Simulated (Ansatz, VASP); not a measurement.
**SiGeTe2S2: VASP beside Ansatz**

```xyz
6
Lattice="4.4688 0.0000 0.0000 -2.2344 3.8701 0.0000 0.0000 0.0000 10.4950" Properties=species:S:1:pos:R:3 pbc="T T T"
Si    0.0000    0.0000    0.0000
Ge    0.0000    0.0000    5.2475
Te    0.0000    0.0000    7.7643
Te    0.0000    0.0000    2.7307
S     0.0000    2.5801    0.0000
S     2.2344    1.2900    0.0000
```

Alike in both runs: functional PBE; k mesh 6 × 6 × 2; occupations gaussian, width 0.1 eV; no spin polarisation.

Ansatz relaxed the structure, and its values are those at the end. VASP's run is a single point on that final structure, the one shown.

|  | VASP | Ansatz |
| --- | --- | --- |
| version | VASP 6.6.1 | Ansatz 0.2.0 |
| potentials or method | VASP PAW PBE potentials, release 64 (Si, Ge_d, Te, S), cutoff 520 eV | scalar-relativistic, plane waves, PAW |
| valence electrons in the cell | 42 | 62 |

|  | VASP | Ansatz | Ansatz less VASP |
| --- | --- | --- | --- |
| gap on the k mesh at the Fermi level (eV) | none | none | - |
| pressure (GPa) | 0.0 | 0.1 | +0.05 |

A gap of «none» marks a metal or a gap that the smearing closes. The functional is the same, so the differences come from potentials, cutoffs and numerics. VASP's potentials hold 42 valence electrons a cell and Ansatz's 62, so a difference there can come from the potentials and not from the codes.

Neither program's run includes spin-orbit coupling.
